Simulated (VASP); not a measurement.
# SiC (C222_1) in VASP: a series of runs

SiC is run at these levels: LDA; tasks: single point.

Everything below comes from runs of VASP 6.6.1. Logs are shortened: lines on timing, memory, paths and dates and some standing lists are left out, and cuts for length are marked.

### Step 1. The cell of the first run

The structure is orthorhombic, space group C222_1 (No. 20). The conventional cell has a = 4.329 Å, b = 4.531 Å, c = 4.329 Å, α = 90.00°, β = 90.00°, γ = 90.00°. Within 2.5 Å of Si (site symmetry 2) lie 4 C at 1.89 to 1.92 Å. C (site symmetry 2) has 4 Si at 1.89 to 1.92 Å within 2.5 Å.

### Step 2. Single point, LDA (atoms displaced along a vibrational mode, the cell strained)

INCAR

```
SYSTEM = SiC
PREC = Accurate
ENCUT = 600
EDIFF = 1E-6
ISMEAR = 0
SIGMA = 0.05
LREAL = .False.
LASPH = .True.
NELM = 120
ALGO = Normal
ISIF = 2
LWAVE = .False.
LCHARG = .False.
GGA = CA
NBANDS = 16
GGA_COMPAT = .False.
```

KPOINTS

```
regular mesh
0
Gamma
  10 10 6
  0 0 0
```

POSCAR

```
SiC
1.0
    0.0000000000     -2.1644105396     -2.2654885118
    0.0000000000      2.1644105396     -2.2654885118
    4.3288210792      0.0000000000      0.0000000000
Si C
2 2
Direct
    0.5138605867      0.5138605867      0.5000000000
   -0.0138605867     -0.0138605867      0.0000000000
    0.0093834953      0.4906165047      0.2500000000
    0.4906165047      0.0093834953      0.7500000000
```

Potentials or basis: VASP PAW LDA potentials, release 64 (Si, C).

On the command line:

```
cat potpaw_LDA.64/Si/POTCAR potpaw_LDA.64/C/POTCAR > POTCAR
mpirun -np 1 vasp_std > vasp.out
```

OUTCAR:

```text
SYSTEM = SiC
   PREC = Accurate
   ENCUT = 600
   EDIFF = 1E-6
   ISMEAR = 0
   LREAL = .False.
   LASPH = .True.
   NELM = 120
   ISIF = 2
   GGA = CA

 ion  position               nearest neighbor table
   1  0.514  0.514  0.500-   3 1.89   4 1.89   4 1.92   3 1.92   2 3.04   2 3.04   2 3.06   2 3.06
                             2 3.06   2 3.06
   2  0.986  0.986  0.000-   3 1.89   4 1.89   4 1.92   3 1.92   1 3.04   1 3.04   1 3.06   1 3.06
                             1 3.06   1 3.06
   3  0.009  0.491  0.250-   1 1.89   2 1.89   1 1.92   2 1.92
   4  0.491  0.009  0.750-   1 1.89   2 1.89   1 1.92   2 1.92

  LATTYP: Found a base centered orthorhombic cell.
 ALAT       =     4.3288210792
 B/A-ratio  =     1.0467000000
 C/A-ratio  =     1.0000000000

  Lattice vectors:

 A1 = (   0.0000000000,  -2.1644105396,   2.2654885118)
 A2 = (   0.0000000000,  -2.1644105396,  -2.2654885118)
 A3 = (   4.3288210792,   0.0000000000,   0.0000000000)

Analysis of symmetry for initial positions (statically):
=====================================================================
 Subroutine PRICEL returns:
 Original cell was already a primitive cell.

 Routine SETGRP: Setting up the symmetry group for a
 base centered orthorhombic supercell.

 Subroutine GETGRP returns: Found  4 space group operations
 (whereof  2 operations were pure point group operations)
 out of a pool of  8 trial point group operations.

The static configuration has the point symmetry C_2 .
 The point group associated with its full space group is D_2 .

Analysis of symmetry for dynamics (positions and initial velocities):
=====================================================================
 Subroutine PRICEL returns:
 Original cell was already a primitive cell.

 Routine SETGRP: Setting up the symmetry group for a
 base centered orthorhombic supercell.

 Subroutine GETGRP returns: Found  4 space group operations
 (whereof  2 operations were pure point group operations)
 out of a pool of  8 trial point group operations.

The dynamic configuration has the point symmetry C_2 .
 The point group associated with its full space group is D_2 .

 Subroutine INISYM returns: Found  4 space group operations
 (whereof  2 operations are pure point group operations),
 and found     1 'primitive' translations

----------------------------------------------------------------------------------------

                                     Primitive cell

  volume of cell :      42.4523

  direct lattice vectors                    reciprocal lattice vectors
     0.000000000 -2.164410540 -2.265488512     0.000000000 -0.231009779 -0.220702951
     0.000000000  2.164410540 -2.265488512     0.000000000  0.231009779 -0.220702951
     4.328821079  0.000000000  0.000000000     0.231009779  0.000000000  0.000000000

  length of vectors
     3.133226960  3.133226960  4.328821079     0.319492270  0.319492270  0.231009779

  position of ions in fractional coordinates (direct lattice)
     0.513860587  0.513860587  0.500000000
     0.986139413  0.986139413  0.000000000
     0.009383495  0.490616505  0.250000000
     0.490616505  0.009383495  0.750000000

  ion indices of the primitive-cell ions
   primitive index   ion index
                 1           1
                 2           2
                 3           3
                 4           4

----------------------------------------------------------------------------------------

 KPOINTS: regular mesh

Automatic generation of k-mesh.
 Grid dimensions read from file:
 generate k-points for:   10   10    6

 Generating k-lattice:

  Cartesian coordinates                     Fractional coordinates (reciprocal lattice)
     0.000000000 -0.023100978 -0.022070295     0.100000000 -0.000000000  0.000000000
     0.000000000  0.023100978 -0.022070295    -0.000000000  0.100000000  0.000000000
     0.038501630  0.000000000  0.000000000     0.000000000  0.000000000  0.166666667

  Length of vectors
     0.031949227  0.031949227  0.038501630

  Shift w.r.t. Gamma in fractional coordinates (k-lattice)
     0.000000000  0.000000000  0.000000000

 Subroutine IBZKPT returns following result:
 ===========================================

 Found    124 irreducible k-points:

 Following reciprocal coordinates:
            Coordinates               Weight
  0.000000  0.000000  0.000000      1.000000
  0.100000  0.000000  0.000000      4.000000
  0.200000  0.000000  0.000000      4.000000
  0.300000  0.000000  0.000000      4.000000
  0.400000  0.000000  0.000000      4.000000
  0.500000  0.000000  0.000000      2.000000
[... 16 lines left out ...]
  0.300000  0.300000  0.000000      2.000000
  0.400000  0.300000  0.000000      4.000000
 [... further k-points ...]
   k-points           NKPTS =    124   k-points in BZ     NKDIM =    124   number of bands    NBANDS=     16
   number of dos      NEDOS =    301   number of ions     NIONS =      4
   total plane-waves  NPLWV =  28224
   dimension x,y,z NGX =    28 NGY =   28 NGZ =   36
   dimension x,y,z NGXF=    56 NGYF=   56 NGZF=   72
   ions per type =               2   2
   NGX,Y,Z   is equivalent  to a cutoff of  14.86, 14.86, 13.83 a.u.
   NGXF,Y,Z  is equivalent  to a cutoff of  29.71, 29.71, 27.65 a.u.
 SYSTEM =  SiC
   PREC   = accura    normal or accurate (medium, high low for compatibility)
   ISTART =      0    job   : 0-new  1-cont  2-samecut
   ICHARG =      2    charge: 1-file 2-atom 10-const
   ISPIN  =      1    spin polarized calculation?
   LNONCOLLINEAR =      F non collinear calculations
   LSORBIT =      F    spin-orbit coupling
   LASPH  =      T    aspherical Exc in radial PAW
   ENCUT  =  600.0 eV  44.10 Ry    6.64 a.u.   6.26  6.26  8.65*2*pi/ulx,y,z
   NELM   =    120;   NELMIN=  2; NELMDL= -5     # of ELM steps
   EDIFF  = 0.1E-05   stopping-criterion for ELM
   LREAL  =      F    real-space projection
   EDIFFG = 0.1E-04   stopping-criterion for IOM
   NSW    =      0    number of steps for IOM
   IBRION =     -1    ionic relax: 0-MD 1-quasi-New 2-CG
   NFREE  =      0    steps in history (QN), initial steepest desc. (CG)
   ISIF   =      2    stress and relaxation
   ISYM   =      2    0-nonsym 1-usesym 2-fastsym
   POTIM  = 0.5000    time-step for ionic-motion
   TEBEG  =    0.0;   TEEND  =   0.0 temperature during run
   PSTRESS=    0.0 pullay stress
   NELECT =      16.0000    total number of electrons
   NUPDOWN=      -1.0000    fix difference up-down
   EMIN   =  10.00;   EMAX   =-10.00  energy-range for DOS
   EFERMI =   0.00;   METHOD = LEGACY
   ISMEAR =     0;   SIGMA  =   0.05  broadening in eV -4-tet -1-fermi 0-gaus
   EFERMI_NEDOS =   21; number of points for ismear=-14 and -15
   IALGO  =     38    algorithm
   IMIX   =      4    mixing-type and parameters
     AMIX     =   0.40;   BMIX     =  1.00
     AMIX_MAG =   1.60;   BMIX_MAG =  1.00
  volume/ion in A,a.u.               =      10.61        71.62
  Fermi-wavevector in a.u.,A,eV,Ry     =   1.182536  2.234669 19.026277  1.398392
  Thomas-Fermi vector in A             =   2.318788
   LORBIT       =      0    0 simple, 1 ext, 2 COOP (PROOUT), +10 PAW based schemes
   GGA     = CA    functional components
   LHFCALC =     F    Hartree Fock is set to
   AEXX    =    0.0000 exact exchange contribution
   IVDW    =     0    specifies the selected vdW correction
   LEPSILON=     F    determine dielectric tensor
   LRPA    =     F    only Hartree local field effects (RPA)
 non-spin polarized calculation
 Gauss-broadening in eV      SIGMA  =   0.05
  energy-cutoff  :      600.00
  volume of cell :       42.45
 maximum number of plane-waves:      1436
 NGX is ok and might be reduce to    28
   NGX = 13   NGY = 13   NGZ = 17

 number of electron      15.9999999 magnetization

 Free energy of the ion-electron system (eV)
  ---------------------------------------------------
  ext. energy  EPLUGINS =         0.00000000
  ---------------------------------------------------
  free energy    TOTEN  =       -33.12322331 eV

  energy without entropy =      -33.12322331  energy(sigma->0) =      -33.12322331

 E-fermi :   8.1428     XC(G=0): -11.4527

 val. band max:        7.9034904399   @ k =   0.0000   0.0000   0.0000
 cond. band min:       8.9588468865   @ k =   0.5000   0.5000   0.0000
 fundamental gap:      1.0553564466
 Fermi energy:         8.1427754862

 k-point     1 :       0.0000    0.0000    0.0000
  band No.  band energies     occupation
      1      -7.3410      2.00000
      2      -2.2401      2.00000
      3       0.2404      2.00000
      4       4.4675      2.00000
      5       4.5303      2.00000
      6       7.5641      2.00000
[... 8 lines left out ...]
     15      20.5468      0.00000
     16      21.0679      0.00000

 k-point     2 :       0.1000    0.0000    0.0000
  band No.  band energies     occupation
      1      -7.2145      2.00000
      2      -2.2128      2.00000
      3       0.3336      2.00000
      4       3.8131      2.00000
      5       4.5939      2.00000
      6       7.1008      2.00000
[... 8 lines left out ...]
     15      20.1946      0.00000
     16      20.3028      0.00000

 k-point     3 :       0.2000    0.0000    0.0000
  band No.  band energies     occupation
      1      -6.8379      2.00000
      2      -2.2155      2.00000
      3       0.5682      2.00000
      4       2.6996      2.00000
      5       4.8678      2.00000
      6       5.8508      2.00000
[... 8 lines left out ...]
     15      19.2892      0.00000
     16      19.3680      0.00000
[... 362 lines left out ...]
 k-point    23 :       0.3000    0.3000    0.0000
  band No.  band energies     occupation
      1      -5.2245      2.00000
      2      -2.0650      2.00000
      3       0.8156      2.00000
      4       3.0774      2.00000
      5       3.1825      2.00000
      6       3.2776      2.00000
[... 8 lines left out ...]
     15      18.9635      0.00000
     16      18.9824      0.00000

 k-point    24 :       0.4000    0.3000    0.0000
  band No.  band energies     occupation
      1      -4.4503      2.00000
      2      -2.4189      2.00000
      3       0.8654      2.00000
      4       2.0621      2.00000
      5       3.4686      2.00000
      6       3.8138      2.00000
[... 8 lines left out ...]
     15      19.7860      0.00000
     16      20.0370      0.00000

 [... further k-points ...]

------------------------ aborting loop because EDIFF is reached ----------------------------------------

  FORCE on cell =-STRESS in cart. coord.  units (eV):
  Direction    XX          YY          ZZ          XY          YZ          ZX
  --------------------------------------------------------------------------------------
  -------------------------------------------------------------------------------------
  Total       -1.3335113     -1.4119209     -4.8408975      0.0000000      0.0000000      0.0000000
  in kB      -50.3275909    -53.2868201   -182.6986490      0.0000000      0.0000000      0.0000000
  external PRESSURE =     -95.4376867 kB  Pullay stress =       0.0000000 kB

 VOLUME and BASIS-vectors are now :
 -----------------------------------------------------------------------------
  energy-cutoff  :      600.00
  volume of cell :       42.45
      direct lattice vectors                 reciprocal lattice vectors
     0.000000000 -2.164410540 -2.265488512     0.000000000 -0.231009779 -0.220702951
     0.000000000  2.164410540 -2.265488512     0.000000000  0.231009779 -0.220702951
     4.328821079  0.000000000  0.000000000     0.231009779  0.000000000  0.000000000

 POSITION                                       TOTAL-FORCE (eV/Angst)
 -----------------------------------------------------------------------------------
      2.16441      0.00000     -2.32829         0.000000      0.000000      0.820534
      0.00000      0.00000     -4.46818         0.000000      0.000000     -0.820534
      1.08221      1.04159     -1.13274        -0.000000      0.261881      0.000000
      3.24662     -1.04159     -1.13274         0.000000     -0.261881      0.000000
 -----------------------------------------------------------------------------------
    total drift:                               -0.000000     -0.000000      0.000000

  FREE ENERGIE OF THE ION-ELECTRON SYSTEM (eV)
  ---------------------------------------------------
  free  energy   TOTEN  =       -33.1232233128 eV

  energy  without entropy=      -33.1232233128  energy(sigma->0) =      -33.12322331
```

It took 31 s on 1 thread of Intel Xeon 6975P-C (Granite Rapids), shared host; peak memory 0.2 GiB.

What came out:

| Property | Result |
| --- | --- |
| Free energy | -33.1232 eV |
| Pressure | -9.5 GPa |
| Largest force | 0.821 eV/Å |
| Band gap on the k mesh | 1.06 eV |

Forces in eV/Å, atoms in the order of the input:
```
Si   0.000  0.000  0.821
Si   0.000  0.000 -0.821
C    0.000  0.262  0.000
C    0.000 -0.262  0.000
```

Caveat: the cell differs from its parent crystal (atoms displaced along a vibrational mode, the cell strained); the cell stands under tension.

### Step 3. Single point, LDA (atoms displaced along a vibrational mode, the cell strained)

INCAR

```
PREC = Accurate
ENCUT = 600
EDIFF = 1E-6
ISMEAR = 0
SIGMA = 0.05
LREAL = False
LASPH = True
NELM = 120
ALGO = Normal
ISIF = 2
LWAVE = False
LCHARG = False
NBANDS = 16
GGA_COMPAT = False
```

KPOINTS

```
Automatic mesh
0
Gamma
  10 10 6
```

POSCAR, as its differences from that of step 2:

```diff
@@ -2,4 +2,4 @@
 1.0
-    0.0000000000     -2.1644105396     -2.2654885118
-    0.0000000000      2.1644105396     -2.2654885118
+    0.0000000000     -2.1644105396     -2.3159192774
+    0.0000000000      2.1644105396     -2.3159192774
     4.3288210792      0.0000000000      0.0000000000
```

Potentials or basis: VASP PAW LDA potentials, release 64 (Si, C).

On the command line:

```
cat potpaw_LDA.64/Si/POTCAR potpaw_LDA.64/C/POTCAR > POTCAR
mpirun -np 1 vasp_std > vasp.out
```

It took 30 s on 1 thread of Intel Xeon 6975P-C (Granite Rapids), shared host; peak memory 0.2 GiB.

The run converged. Its results:

| Property | Result |
| --- | --- |
| Free energy | -32.9910 eV |
| Pressure | -13.7 GPa |
| Largest force | 0.807 eV/Å |
| Band gap on the k mesh | 0.96 eV |

Forces in eV/Å, atoms in the order of the input:
```
Si   0.000  0.000  0.807
Si   0.000  0.000 -0.807
C    0.000  0.277  0.000
C    0.000 -0.277  0.000
```

Stress tensor (GPa, compression positive):
```
 -6.91   0.00   0.00
  0.00  -7.20   0.00
  0.00   0.00 -26.88
```

Levels at points of the mesh, in eV from the valence-band top:
```csv
k point,band 6,band 7,band 8,band 9,band 10,band 11
"(0.00, 0.00, 0.00)",-0.51,-0.03,0.00,0.98,3.47,5.44
"(0.50, 0.00, 0.00)",-4.18,-1.60,-1.56,4.59,4.95,7.45
"(0.50, 0.50, 0.00)",-3.43,-2.80,-2.80,0.96,1.56,3.45
"(0.00, 0.00, 0.50)",-2.33,-2.08,-2.08,3.56,3.56,5.65
"(0.50, 0.00, 0.50)",-1.63,-0.80,-0.80,4.37,4.37,6.67
"(0.50, 0.50, 0.50)",-4.95,-4.69,-4.69,5.13,5.13,8.56
```

Caveat: the cell differs from its parent crystal (atoms displaced along a vibrational mode, the cell strained); the cell stands under tension. A k mesh can miss the band edges.
